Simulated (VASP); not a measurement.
A run of VASP 6.6.1:

The input INCAR:

```
SYSTEM = KBr
PREC = Accurate
ENCUT = 520
EDIFF = 1E-6
ISMEAR = -1
SIGMA = 0.02
LREAL = .False.
LASPH = .True.
NELM = 100
ALGO = Normal
ISIF = 2
LWAVE = .False.
LCHARG = .False.
GGA = CA
NBANDS = 24
```

The input KPOINTS:

```
regular mesh
0
Gamma
  6 6 4
  0 0 0
```

Contents of POSCAR:

```
KBr
1.0
    5.4242410430      0.0000000000      0.0000000000
   -2.7121205215      4.6975305395      0.0000000000
    0.0000000000      0.0000000000      6.3232225856
K Br
2 2
Direct
    0.3333333333      0.6666666667      0.2500000000
    0.6666666667      0.3333333333      0.7500000000
    0.6666666667      0.3333333333      0.2500000000
    0.3333333333      0.6666666667      0.7500000000
```

Potentials or basis: VASP PAW LDA potentials, release 64 (K_sv, Br).

Run with:

```sh
$ cat potpaw_LDA.64/K_sv/POTCAR potpaw_LDA.64/Br/POTCAR > POTCAR
$ mpirun -np 1 vasp_std > vasp.out
```

Hardware: 1 thread of Intel(R) Xeon(R) 6975P-C (Granite Rapids), with other jobs on the host.

Estimate the wall time of this run.

It took 32 s on 1 thread of Intel(R) Xeon(R) 6975P-C (Granite Rapids) (shared host), peak memory 0.24 GiB. Counts: scf iterations 13, k points 21.
